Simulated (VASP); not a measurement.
SnO3, 8 atoms in the cell. It takes space group Pm-3m (No. 221, cubic). Conventional cell: a = 4.913 Å, b = 4.913 Å, c = 4.913 Å, α = 90.00°, β = 90.00°, γ = 90.00°. Sn (site symmetry m-3m) has 6 O at 1.53 Å within 2.0 Å. Sn (site symmetry m-3m) has 24 O at 3.60 Å and 8 Sn at 4.25 Å within 4.7 Å. Within 2.0 Å of O (site symmetry 4mm) lie 1 Sn at 1.53 Å and 1 O at 1.86 Å. The cell was built from a structure type or drawn by symmetry, and may not be a known phase.

```yaml
Program: VASP 6.6.1
Task: single point
Functional: PBE
Potentials_or_basis: VASP PAW PBE potentials, release 64 (Sn_d, O)
Cutoff: 520 eV
k_mesh: 4 × 4 × 4
Occupations: gaussian, width 0.1 eV
Spin: no spin polarisation
Dipole_correction: no
Further_INCAR_settings: ALGO = Normal; EDIFF = 1e-06; NBANDS = 42
```

Potentials or basis: VASP PAW PBE potentials, release 64 (Sn_d, O).

The run is started by

```sh
$ cat potpaw_PBE.64/Sn_d/POTCAR potpaw_PBE.64/O/POTCAR > POTCAR
$ mpirun -np 1 vasp_std > vasp.out
```

Hardware: 1 thread of Intel(R) Xeon(R) Platinum 8375C CPU @ 2.90GHz (Ice Lake) (shared host).

Problem. How long does it take, and how much memory?

Solution. Run time: 47 s on 1 thread of Intel(R) Xeon(R) Platinum 8375C CPU @ 2.90GHz (Ice Lake) (shared host), peak memory 0.24 GiB. Counts: scf iterations 15, k points 10.
